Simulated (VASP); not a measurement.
# Si2W (I4/mmm) in VASP: notebook

Runs on Si2W. Level: r2SCAN. Tasks: single point.

All numbers are computed with VASP 6.6.1; they aren't measurements. Logs are shortened: lines on timing, memory, paths and dates and some standing lists are left out, and cuts for length are marked.

## Step 1: The cell of the first run

It takes space group I4/mmm (No. 139, tetragonal). Conventional cell: a = 3.259 Å, b = 3.259 Å, c = 7.734 Å, α = 90.00°, β = 90.00°, γ = 90.00°. Within 3.4 Å of Si (site symmetry 4mm) lie 9 Si at 2.56 to 3.26 Å and 5 W at 2.59 to 2.64 Å. Within 3.4 Å of W (site symmetry 4/mmm) lie 10 Si at 2.59 to 2.64 Å and 4 W at 3.26 Å.

## Step 2: Single point, r2SCAN (biaxial strain in the a-b plane: +1.5 %)

Input file POSCAR:

```
Si2W
1.0
    3.2594624990      0.0000000000      0.0000000000
    0.0000000000      3.2594624990      0.0000000000
    0.0000000000      0.0000000000      7.7343746509
Si W
4 2
Direct
    0.0000000000      0.0000000000      0.3348248948
    0.5000000000      0.5000000000      0.1651751052
    0.5000000000      0.5000000000      0.8348248948
    0.0000000000      0.0000000000      0.6651751052
    0.0000000000      0.0000000000      0.0000000000
    0.5000000000      0.5000000000      0.5000000000
```

Input file INCAR.step1:

```
PREC     = Accurate       # precision mode
ENCUT    = 520            # plane-wave cutoff, eV
ISMEAR   = 0              # smearing method
SIGMA    = 0.1            # smearing width, eV
LREAL    = F              # projectors in reciprocal space
LASPH    = T              # aspherical terms in the spheres
NELM     = 80             # most SCF steps
NBANDS   = 31             # bands
GGA      = PE             # functional
ALGO     = Normal         # electronic algorithm
EDIFF    = 1E-4           # SCF threshold, eV
LWAVE    = T              # write WAVECAR
LCHARG   = F              # write CHGCAR
```

Input file INCAR.step2:

```
PREC     = Accurate       # precision mode
ENCUT    = 520            # plane-wave cutoff, eV
EDIFF    = 1E-7           # SCF threshold, eV
ISMEAR   = 0              # smearing method
SIGMA    = 0.1            # smearing width, eV
LREAL    = F              # projectors in reciprocal space
LASPH    = T              # aspherical terms in the spheres
NELM     = 80             # most SCF steps
ALGO     = Normal         # electronic algorithm
ISIF     = 2              # what is computed and relaxed
LWAVE    = F              # write WAVECAR
LCHARG   = F              # write CHGCAR
METAGGA  = R2SCAN         # meta-GGA
LMIXTAU  = T            
NBANDS   = 31             # bands
ISTART   = 1
```

Input file KPOINTS:

```
regular mesh
0
Gamma
  12 12 6
```

Potentials or basis: VASP PAW PBE potentials, release 64 (Si, W_sv).

On the command line:

```console
> cat potpaw_PBE.64/Si/POTCAR potpaw_PBE.64/W_sv/POTCAR > POTCAR
> cp INCAR.step1 INCAR
> mpirun -np 1 vasp_std > vasp.out
> cp INCAR.step2 INCAR
> mpirun -np 1 vasp_std > vasp.out
```

OUTCAR:

```text
PREC = Accurate
   ENCUT = 520
   EDIFF = 1E-7
   ISMEAR = 0
   LREAL = F
   LASPH = T
   NELM = 80
   ISIF = 2
   METAGGA = R2SCAN
   ISTART = 1

 ion  position               nearest neighbor table
   1  0.000  0.000  0.335-   4 2.56   5 2.59   6 2.64   6 2.64   6 2.64   6 2.64   2 2.65   2 2.65
                             2 2.65   2 2.65
   2  0.500  0.500  0.165-   3 2.56   6 2.59   5 2.64   5 2.64   5 2.64   5 2.64   1 2.65   1 2.65
                             1 2.65   1 2.65
   3  0.500  0.500  0.835-   2 2.56   6 2.59   5 2.64   5 2.64   5 2.64   5 2.64   4 2.65   4 2.65
                             4 2.65   4 2.65
   4  0.000  0.000  0.665-   1 2.56   5 2.59   6 2.64   6 2.64   6 2.64   6 2.64   3 2.65   3 2.65
                             3 2.65   3 2.65
   5  0.000  0.000  0.000-   1 2.59   4 2.59   3 2.64   2 2.64   2 2.64   3 2.64   2 2.64   3 2.64
                             2 2.64   3 2.64
   6  0.500  0.500  0.500-   2 2.59   3 2.59   1 2.64   4 2.64   1 2.64   4 2.64   1 2.64   4 2.64
                             1 2.64   4 2.64

  LATTYP: Found a simple tetragonal cell.
 ALAT       =     3.2594624990
 C/A-ratio  =     2.3728987995

  Lattice vectors:

 A1 = (   3.2594624990,   0.0000000000,   0.0000000000)
 A2 = (   0.0000000000,   3.2594624990,   0.0000000000)
 A3 = (   0.0000000000,   0.0000000000,   7.7343746509)

Analysis of symmetry for initial positions (statically):
=====================================================================
 Subroutine PRICEL returns following result:

  LATTYP: Found a body centered tetragonal cell.
 ALAT       =     3.2594624990
 C/A-ratio  =     2.3728987995

  Lattice vectors:

 A1 = (   1.6297312495,  -1.6297312495,  -3.8671873255)
 A2 = (  -1.6297312495,   1.6297312495,  -3.8671873255)
 A3 = (   1.6297312495,   1.6297312495,   3.8671873255)

   2 primitive cells build up your supercell.

 Routine SETGRP: Setting up the symmetry group for a
 simple tetragonal supercell.

 Subroutine GETGRP returns: Found 16 space group operations
 (whereof 16 operations were pure point group operations)
 out of a pool of 16 trial point group operations.

The static configuration has the point symmetry D_4h.

Analysis of symmetry for dynamics (positions and initial velocities):
=====================================================================
 Subroutine PRICEL returns following result:

  LATTYP: Found a body centered tetragonal cell.
[... 121 lines left out ...]
   LREAL  =      F    real-space projection
   EDIFFG = 0.1E-05   stopping-criterion for IOM
   NSW    =      0    number of steps for IOM
   IBRION =     -1    ionic relax: 0-MD 1-quasi-New 2-CG
   NFREE  =      0    steps in history (QN), initial steepest desc. (CG)
   ISIF   =      2    stress and relaxation
   ISYM   =      2    0-nonsym 1-usesym 2-fastsym
   POTIM  = 0.5000    time-step for ionic-motion
   TEBEG  =    0.0;   TEEND  =   0.0 temperature during run
   PSTRESS=    0.0 pullay stress
   NELECT =      44.0000    total number of electrons
   NUPDOWN=      -1.0000    fix difference up-down
   EMIN   =  10.00;   EMAX   =-10.00  energy-range for DOS
   EFERMI =   0.00;   METHOD = LEGACY
   ISMEAR =     0;   SIGMA  =   0.10  broadening in eV -4-tet -1-fermi 0-gaus
   EFERMI_NEDOS =   21; number of points for ismear=-14 and -15
   IALGO  =     38    algorithm
   IMIX   =      4    mixing-type and parameters
     AMIX     =   0.40;   BMIX     =  1.00
     AMIX_MAG =   1.60;   BMIX_MAG =  1.00
  volume/ion in A,a.u.               =      13.70        92.42
  Fermi-wavevector in a.u.,A,eV,Ry     =   1.329393  2.512188 24.045376  1.767285
  Thomas-Fermi vector in A             =   2.458559
   LORBIT       =      0    0 simple, 1 ext, 2 COOP (PROOUT), +10 PAW based schemes
   METAGGA = R2SCAN    functional components
   LHFCALC =     F    Hartree Fock is set to
   AEXX    =    0.0000 exact exchange contribution
   IVDW    =     0    specifies the selected vdW correction
   LEPSILON=     F    determine dielectric tensor
   LRPA    =     F    only Hartree local field effects (RPA)
 non-spin polarized calculation
 Gauss-broadening in eV      SIGMA  =   0.10
  energy-cutoff  :      520.00
  volume of cell :       82.17
 maximum number of plane-waves:      2248
   NGX = 13   NGY = 13   NGZ = 29

 number of electron      44.0000008 magnetization

 Free energy of the ion-electron system (eV)
  ---------------------------------------------------
  ext. energy  EPLUGINS =         0.00000000
  ---------------------------------------------------
  free energy    TOTEN  =      -139.57331610 eV

  energy without entropy =     -139.56983612  energy(sigma->0) =     -139.57157611

 E-fermi :  11.6239     XC(G=0): -13.4115

 val. band max:       11.6079256009   @ k =   0.0833   0.0000   0.1667
 cond. band min:      11.6247360279   @ k =   0.0833   0.0000   0.3333
 fundamental gap:      0.0168104270
 Fermi energy:        11.6239100801

 k-point     1 :       0.0000    0.0000    0.0000
  band No.  band energies     occupation
      1     -64.1066      2.00000
      2     -64.1065      2.00000
      3     -27.7246      2.00000
      4     -27.7179      2.00000
      5     -27.7179      2.00000
      6     -27.7162      2.00000
[... 805 lines left out ...]
     30      16.5830      0.00000
     31      17.0768      0.00000

 [... further k-points ...]

------------------------ aborting loop because EDIFF is reached ----------------------------------------

  FORCE on cell =-STRESS in cart. coord.  units (eV):
  Direction    XX          YY          ZZ          XY          YZ          ZX
  --------------------------------------------------------------------------------------
  -------------------------------------------------------------------------------------
  Total       -3.5437796     -3.5437796      1.2788972      0.0000000      0.0000000      0.0000000
  in kB      -69.0971444    -69.0971444     24.9361288      0.0000000      0.0000000      0.0000000
  external PRESSURE =     -37.7527200 kB  Pullay stress =       0.0000000 kB

 VOLUME and BASIS-vectors are now :
 -----------------------------------------------------------------------------
  energy-cutoff  :      520.00
  volume of cell :       82.17
      direct lattice vectors                 reciprocal lattice vectors
     3.259462499  0.000000000  0.000000000     0.306799051  0.000000000  0.000000000
     0.000000000  3.259462499  0.000000000     0.000000000  0.306799051  0.000000000
     0.000000000  0.000000000  7.734374651     0.000000000  0.000000000  0.129292935

 POSITION                                       TOTAL-FORCE (eV/Angst)
 -----------------------------------------------------------------------------------
      0.00000      0.00000      2.58966         0.000000      0.000000      0.038360
      1.62973      1.62973      1.27753        -0.000000     -0.000000     -0.038360
      1.62973      1.62973      6.45685         0.000000     -0.000000      0.038360
      0.00000      0.00000      5.14471        -0.000000      0.000000     -0.038360
      0.00000      0.00000      0.00000        -0.000000      0.000000     -0.000000
      1.62973      1.62973      3.86719         0.000000      0.000000     -0.000000
 -----------------------------------------------------------------------------------
    total drift:                                0.000000      0.000000     -0.000000

  FREE ENERGIE OF THE ION-ELECTRON SYSTEM (eV)
  ---------------------------------------------------
  free  energy   TOTEN  =      -139.5733161022 eV

  energy  without entropy=     -139.5698361215  energy(sigma->0) =     -139.57157611
```

OUTCAR.step1:

```text
PREC = Accurate
   ENCUT = 520
   ISMEAR = 0
   LREAL = F
[... 1075 lines left out ...]
      1.62973      1.62973      6.45685        -0.000000     -0.000000     -0.041153
      0.00000      0.00000      5.14471         0.000000     -0.000000      0.041153
      0.00000      0.00000      0.00000         0.000000     -0.000000      0.000000
      1.62973      1.62973      3.86719        -0.000000      0.000000      0.000000
 -----------------------------------------------------------------------------------
    total drift:                                0.000000      0.000000     -0.000000

  FREE ENERGIE OF THE ION-ELECTRON SYSTEM (eV)
  ---------------------------------------------------
  free  energy   TOTEN  =       -49.5799144671 eV

  energy  without entropy=      -49.5764244187  energy(sigma->0) =      -49.57816944
```

Run time: 19 min. Hardware: 1 thread of AMD EPYC 7R13, shared host; peak memory 0.32 GiB.

Results:

```yaml
Free_energy: -139.5733 eV
Pressure: -3.8 GPa
Largest_force: 0.038 eV/Å
Band_gap_on_the_k_mesh: zero (band 22 reaches 12.27 eV, above the bottom of band 23 at 11.15 eV)
```

Forces on the atoms (eV/Å):
```
Si   0.000  0.000  0.038
Si   0.000  0.000 -0.038
Si   0.000  0.000  0.038
Si   0.000  0.000 -0.038
W    0.000  0.000  0.000
W    0.000  0.000  0.000
```

Caveat: the cell differs from its parent crystal (biaxial strain in the a-b plane: +1.5 %); the PAW data sets were made with another functional, which shifts forces and pressure a little; spin-orbit coupling is left out, which moves the levels of the heavy elements.

## Step 3: Single point, r2SCAN (biaxial strain in the a-b plane: +3.0 %, then relaxed in part)

Input file POSCAR:

```
Si2W
1.0
    3.3076318956      0.0000000000      0.0000000000
    0.0000000000      3.3076318956      0.0000000000
    0.0000000000      0.0000000000      7.7343872323
Si W
4 2
Direct
    0.0000000000      0.0000000000      0.3354944298
    0.5000000000      0.5000000000      0.1645055702
    0.5000000000      0.5000000000      0.8354944298
    0.0000000000      0.0000000000      0.6645055702
    0.0000000000      0.0000000000      0.0000000000
    0.5000000000      0.5000000000      0.5000000000
```

Input file INCAR.step1:

```
SYSTEM = Si2W
PREC = Accurate
ENCUT = 520
ISMEAR = 0
SIGMA = 0.1
LREAL = .FALSE.
LASPH = .TRUE.
NELM = 80
NBANDS = 31
GGA = PE
ALGO = Normal
EDIFF = 1E-4
LWAVE = .TRUE.
LCHARG = .FALSE.
```

Input file INCAR.step2:

```
SYSTEM = Si2W
PREC = Accurate
ENCUT = 520
EDIFF = 1E-6
ISMEAR = 0
SIGMA = 0.1
LREAL = .FALSE.
LASPH = .TRUE.
NELM = 80
ALGO = Normal
ISIF = 2
LWAVE = .FALSE.
LCHARG = .FALSE.
METAGGA = R2SCAN
LMIXTAU = .TRUE.
NBANDS = 31
ISTART = 1
```

Input file KPOINTS:

```
regular mesh
0
G
  12 12 6
  0 0 0
```

Potentials or basis: VASP PAW PBE potentials, release 64 (Si, W_sv).

On the command line:

```console
> cat potpaw_PBE.64/Si/POTCAR potpaw_PBE.64/W_sv/POTCAR > POTCAR
> cp INCAR.step1 INCAR
> mpirun -np 1 vasp_std > vasp.out
> cp INCAR.step2 INCAR
> mpirun -np 1 vasp_std > vasp.out
```

Wall time 12 min (1 thread of Intel Xeon Platinum 8375C at 2.90GHz (Ice Lake), shared host); peak memory 0.37 GiB.

It converged, with:

```
Free energy            : -139.4143 eV
Pressure               : -9.2 GPa
Largest force          : 0.006 eV/Å
Band gap on the k mesh : zero (band 22 reaches 11.74 eV, above the bottom of band 23 at 10.77 eV)
```

Forces in eV/Å, atoms in the order of the input:
```
Si   0.000  0.000 -0.006
Si   0.000  0.000  0.006
Si   0.000  0.000 -0.006
Si   0.000  0.000  0.006
W    0.000  0.000  0.000
W    0.000  0.000  0.000
```

Stress tensor (GPa, compression positive):
```
-13.83   0.00   0.00
  0.00 -13.83   0.00
  0.00   0.00   0.04
```

Levels at points of the mesh, in eV from the Fermi level:
```
           k point  band 19  band 20  band 21  band 22  band 23  band 24  band 25  band 26
(0.00, 0.00, 0.00)    -1.11    -1.11    -0.35    -0.35     0.44     0.65     2.61     2.83
(0.50, 0.00, 0.00)    -2.16    -2.16    -0.76    -0.76     2.42     2.42     3.10     3.10
(0.50, 0.50, 0.00)    -2.88    -2.88    -1.94    -1.94     2.97     2.97     3.10     3.10
(0.00, 0.00, 0.50)    -2.05    -2.05     0.54     0.54     1.50     1.50     1.50     1.50
(0.50, 0.00, 0.50)    -2.51    -2.51    -0.44    -0.44     2.68     2.68     2.75     2.75
(0.50, 0.50, 0.50)    -2.36    -2.36    -2.36    -2.36     0.50     0.50     2.97     2.97
```

Caveat: the cell differs from its parent crystal (biaxial strain in the a-b plane: +3.0 %, then relaxed in part); the PAW data sets were made with another functional, which shifts forces and pressure a little; spin-orbit coupling is left out, which moves the levels of the heavy elements.

(Continued in part 2 of 2.)
